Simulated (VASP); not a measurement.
TaN: single point with PBEsol

The system is TaN.

```
CELL_PARAMETERS angstrom
0.00000 1.94137 2.74509
1.94137 0.00000 2.74509
1.94137 1.94137 0.00000
ATOMIC_POSITIONS crystal
Ta 0.50000 0.50000 0.50000
N 0.00000 0.00000 0.00000
```

This cell differs from its parent crystal: ratio of the length along z to the lengths across it x 1.414, volume and fractional coordinates fixed.

```
Program             : VASP 6.6.1
Task                : single point
Functional          : PBEsol
Potentials or basis : VASP PAW PBE potentials, release 64 (Ta_pv, N)
Cutoff              : 520 eV
k mesh              : 20 × 20 × 20
Occupations         : gaussian, width 0.15 eV
Spin                : no spin polarisation
```

```json
{
  "Pressure": "89.6 GPa",
  "Band gap on the k mesh": "zero (bands 8 and 9 overlap by 5.19 eV)"
}
```

Stress tensor (GPa, compression positive):
```
136.65   0.00   0.00
  0.00 136.65   0.00
  0.00   0.00  -4.56
```

Levels at points of the mesh, in eV from the Fermi level:
| k point | band 4 | band 5 | band 6 | band 7 | band 8 | band 9 | band 10 | band 11 | band 12 | band 13 |
| --- | --- | --- | --- | --- | --- | --- | --- | --- | --- | --- |
| (0.00, 0.00, 0.00) | -19.14 | -4.65 | -4.53 | -4.37 | -3.04 | -3.04 | 0.45 | 0.45 | 2.66 | 7.43 |
| (0.50, 0.00, 0.00) | -14.71 | -10.66 | -8.46 | -8.42 | 2.13 | 2.84 | 3.17 | 3.94 | 4.81 | 12.93 |
| (0.50, 0.50, 0.00) | -18.49 | -7.66 | -5.47 | -3.27 | -3.27 | 3.05 | 3.58 | 3.58 | 4.23 | 7.36 |
| (0.50, 0.00, 0.50) | -18.31 | -4.83 | -4.79 | -4.63 | -3.78 | 0.53 | 1.00 | 7.04 | 7.86 | 9.60 |

Wall time 4 min on 1 thread of Intel(R) Xeon(R) Platinum 8259CL CPU @ 2.50GHz (Skylake/Cascade Lake), with other jobs on the host, peak memory 0.32 GiB.

Caveat: the cell stands under pressure; the PAW data sets were made with another functional, which shifts forces and pressure a little; spin-orbit coupling is left out, which moves the levels of the heavy elements.
